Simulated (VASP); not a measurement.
A run of VASP 6.6.1 is set up as follows.

INCAR

```
SYSTEM = Li33Cl32
PREC = Accurate
ENCUT = 520
EDIFF = 1E-6
ISMEAR = -1
SIGMA = 0.05
LREAL = Auto
LASPH = .True.
NELM = 100
ALGO = Normal
ISIF = 2
LWAVE = .False.
LCHARG = .False.
GGA = PS
NELECT = 322.0
ISYM = 0
NBANDS = 200
```

File KPOINTS:

```
Automatic mesh
0
Gamma
  1 1 1
  0.25 0.25 0.25
```

POSCAR

```
Li33Cl32
1.0
   10.1327090000      0.0000000000      0.0000000000
    0.0000000000     10.1327090000      0.0000000000
    0.0000000000      0.0000000000     10.1327090000
Cl Li
32 33
Direct
    0.2469440000      0.9954480000      0.9952750000
    0.2462030000      0.9994180000      0.4959490000
    0.2462510000      0.4961290000      0.9992590000
    0.7458210000      0.9957180000      0.9955710000
    0.7455760000      0.9954480000      0.4966700000
    0.7455970000      0.4967760000      0.9953420000
    0.7495720000      0.4960600000      0.4959450000
    0.9966790000      0.2465090000      0.9959220000
    0.9970780000      0.2469580000      0.4965300000
    0.9970830000      0.7457480000      0.9953760000
    0.9932910000      0.7466780000      0.4958420000
    0.4958810000      0.2469180000      0.9953500000
    0.4967960000      0.2431800000      0.4958460000
    0.4962830000      0.7461130000      0.9987670000
    0.4968400000      0.7466470000      0.4949250000
    0.9966360000      0.9960570000      0.2464110000
    0.9970300000      0.9954770000      0.7456610000
    0.9971030000      0.4966760000      0.2468330000
    0.9933010000      0.4959860000      0.7465590000
    0.4958630000      0.9954610000      0.2468450000
    0.4962810000      0.9989250000      0.7460330000
    0.4967610000      0.4959760000      0.2430730000
    0.4967950000      0.4950220000      0.7465090000
    0.2468160000      0.2469310000      0.2468130000
    0.2460790000      0.2432220000      0.7465240000
    0.2460800000      0.7466810000      0.2430850000
    0.2451900000      0.7466070000      0.7464950000
    0.7461410000      0.2465070000      0.2464130000
    0.7456580000      0.2469350000      0.7456720000
    0.7456060000      0.7457500000      0.2468000000
    0.7490590000      0.7461000000      0.7460740000
    0.2449320000      0.4948230000      0.4946460000
    0.3707870000      0.6206040000      0.6204640000
    0.9956230000      0.9968640000      0.9967440000
    0.9925810000      0.0000410000      0.4955070000
    0.9925380000      0.4956430000      0.9998920000
    0.9946650000      0.4948530000      0.4947110000
    0.4971110000      0.9998730000      0.9998030000
    0.4975260000      0.9986420000      0.4946420000
    0.4976320000      0.4948310000      0.9985260000
    0.5212550000      0.4716940000      0.4715800000
    0.2457890000      0.2423910000      0.9998620000
    0.2450440000      0.2444890000      0.4947750000
    0.2449440000      0.7474450000      0.9984770000
    0.2218610000      0.7709930000      0.4716360000
    0.7470820000      0.2454390000      0.9967150000
    0.7502240000      0.2423300000      0.4955550000
    0.7500680000      0.7469730000      0.9997200000
    0.7488090000      0.7474410000      0.4947080000
    0.2458070000      0.0000190000      0.2422320000
    0.2449930000      0.9986520000      0.7472890000
    0.2449950000      0.4948410000      0.2443780000
    0.2218290000      0.4717940000      0.7708740000
    0.7470550000      0.9968480000      0.2453410000
    0.7500400000      0.9998660000      0.7468100000
    0.7502290000      0.4956680000      0.2422760000
    0.7488700000      0.4948430000      0.7472620000
    0.9955030000      0.2453810000      0.2452290000
    0.9926160000      0.2423680000      0.7469690000
    0.9925270000      0.7470650000      0.2422410000
    0.9939370000      0.7474530000      0.7473290000
    0.4972700000      0.2423570000      0.2422430000
    0.4975800000      0.2437070000      0.7472900000
    0.4975820000      0.7474530000      0.2435320000
    0.5204180000      0.7702850000      0.7701310000
```

Potentials or basis: VASP PAW PBE potentials, release 64 (Cl, Li_sv).

Run with:

```sh
$ cat potpaw_PBE.64/Cl/POTCAR potpaw_PBE.64/Li_sv/POTCAR > POTCAR
$ mpirun -np 1 vasp_std > vasp.out
```

Estimate the largest force.

0.019 eV/Å.

Forces in eV/Å, atoms in the order of the input:
```
Cl  -0.004 -0.001  0.001
Cl  -0.003  0.005 -0.002
Cl  -0.004 -0.004  0.007
Cl   0.005  0.003  0.005
Cl   0.001 -0.001 -0.003
Cl   0.000 -0.004  0.000
Cl   0.007 -0.003 -0.003
Cl  -0.003 -0.003 -0.003
Cl  -0.003 -0.004  0.003
Cl  -0.004  0.003 -0.001
Cl   0.000 -0.005 -0.002
Cl   0.003 -0.004  0.000
Cl  -0.004 -0.002 -0.002
Cl   0.006  0.007  0.008
Cl   0.012  0.013 -0.006
Cl  -0.002 -0.004 -0.004
Cl  -0.002 -0.001  0.002
Cl  -0.004  0.002 -0.005
Cl   0.000 -0.002 -0.005
Cl   0.004  0.000 -0.006
Cl   0.006  0.007  0.005
Cl  -0.003 -0.002 -0.002
Cl   0.013 -0.006  0.012
Cl   0.002 -0.004 -0.004
Cl  -0.001 -0.002 -0.004
Cl  -0.001 -0.004 -0.002
Cl  -0.006  0.014  0.012
Cl  -0.002 -0.003 -0.004
Cl  -0.001 -0.005  0.002
Cl   0.000  0.003 -0.004
Cl   0.008  0.007  0.005
Cl  -0.003 -0.003 -0.001
Li   0.005  0.002  0.002
Li   0.002  0.001  0.002
Li   0.001 -0.001  0.000
Li   0.002  0.000 -0.001
Li  -0.011  0.004  0.004
Li  -0.007 -0.003 -0.005
Li  -0.002 -0.004  0.005
Li  -0.002  0.003 -0.004
Li  -0.002  0.008  0.008
Li   0.001  0.003  0.000
Li   0.003 -0.010  0.002
Li   0.004 -0.002 -0.003
Li   0.008  0.000  0.007
Li   0.000  0.002  0.001
Li  -0.002  0.003  0.000
Li  -0.004 -0.007 -0.004
Li  -0.005 -0.003  0.004
Li   0.000 -0.001  0.003
Li   0.003 -0.004 -0.002
Li   0.004  0.003 -0.012
Li   0.008  0.008  0.000
Li   0.000  0.001  0.002
Li  -0.004 -0.004 -0.006
Li  -0.003  0.000  0.002
Li  -0.006  0.003 -0.001
Li   0.004  0.003  0.004
Li   0.001  0.003 -0.004
Li   0.003 -0.004  0.004
Li   0.000 -0.003 -0.003
Li  -0.005  0.003  0.003
Li  -0.002  0.002 -0.002
Li  -0.003 -0.003  0.002
Li  -0.006 -0.006 -0.006
```

Caveat: the cell carries a net charge on a neutralising background, which shifts energy and pressure; the PAW data sets were made with another functional, which shifts forces and pressure a little.
